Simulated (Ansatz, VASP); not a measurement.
CdS: VASP beside Ansatz

POSCAR

```
CdS
1.0
    0.0000000000      2.6772000000      2.9100000000
    2.6772000000      0.0000000000      2.9100000000
    2.6772000000      2.6772000000      0.0000000000
Cd S
1 1
Direct
    0.0000000000      0.0000000000      0.0000000000
    0.7500000000      0.7500000000      0.7500000000
```

INCAR.step1

```
PREC     = Accurate       # precision mode
ENCUT    = 520            # plane-wave cutoff, eV
ISMEAR   = 0              # smearing method
SIGMA    = 0.05           # smearing width, eV
LREAL    = F              # projectors in reciprocal space
LASPH    = T              # aspherical terms in the spheres
NELM     = 60             # most SCF steps
NBANDS   = 16             # bands
GGA      = PE             # functional
ALGO     = Normal         # electronic algorithm
EDIFF    = 1E-4           # SCF threshold, eV
LWAVE    = T              # write WAVECAR
LCHARG   = F              # write CHGCAR
```

File INCAR.step2:

```
PREC     = Accurate       # precision mode
ENCUT    = 520            # plane-wave cutoff, eV
EDIFF    = 1E-6           # SCF threshold, eV
ISMEAR   = 0              # smearing method
SIGMA    = 0.05           # smearing width, eV
LREAL    = F              # projectors in reciprocal space
LASPH    = T              # aspherical terms in the spheres
NELM     = 60             # most SCF steps
ALGO     = Normal         # electronic algorithm
ISIF     = 2              # what is computed and relaxed
LWAVE    = F              # write WAVECAR
LCHARG   = T              # write CHGCAR
METAGGA  = R2SCAN         # meta-GGA
LMIXTAU  = T            
LELF     = T              # ELF
LVHAR    = T            
NBANDS   = 16             # bands
ISTART   = 1
```

The input KPOINTS:

```
regular mesh
0
Gamma
  8 8 8
```

Input for Ansatz:

```yaml
crystal:
  lattice:
    - [0.0, 2.6772, 2.91]
    - [2.6772, 0.0, 2.91]
    - [2.6772, 2.6772, 0.0]
  atoms:
    - { symbol: Cd, position: [0.0, 0.0, 0.0] }
    - { symbol: S, position: [0.75, 0.75, 0.75] }
basis:
  ecutwfc: 500
kpoints:
  mp_grid: { grid: [8, 8, 8] }
hamiltonian:
  xc: r2scan
scf:
  occupations: { method: gaussian, width: 0.05 }
output:
  forces: true
  stress: true
  eigenvalues: true
```

Change from the starting cell: strain -0.080 along x and y, +0.000 along z, atoms carried along.

Alike in both runs: task single point; functional r2SCAN; k mesh 8 × 8 × 8; occupations gaussian, width 0.05 eV; no spin polarisation.

|  | VASP | Ansatz |
| --- | --- | --- |
| version | VASP 6.6.1 | Ansatz 0.2.0 |
| potentials or method | VASP PAW PBE potentials, release 64 (Cd, S), cutoff 520 eV | scalar-relativistic, plane waves, PAW |
| valence electrons in the cell | 18 | 26 |

|  | VASP | Ansatz | Ansatz less VASP |
| --- | --- | --- | --- |
| gap on the k mesh at the Fermi level (eV) | 1.86 | 1.85 | -0.014 |
| least direct gap on the mesh (eV) | 1.86 | 1.85 | -0.014 |
| pressure (GPa) | 18.8 | 18.0 | -0.73 |
| traceless stress, the component that is largest in VASP (GPa) | -0.06 | -0.10 | -0.037 |

VASP's potentials were made for PBE, not for r2SCAN. The functional is the same, so the differences come from potentials, cutoffs and numerics. VASP's potentials hold 18 valence electrons a cell and Ansatz's 26, so a difference there can come from the potentials and not from the codes.
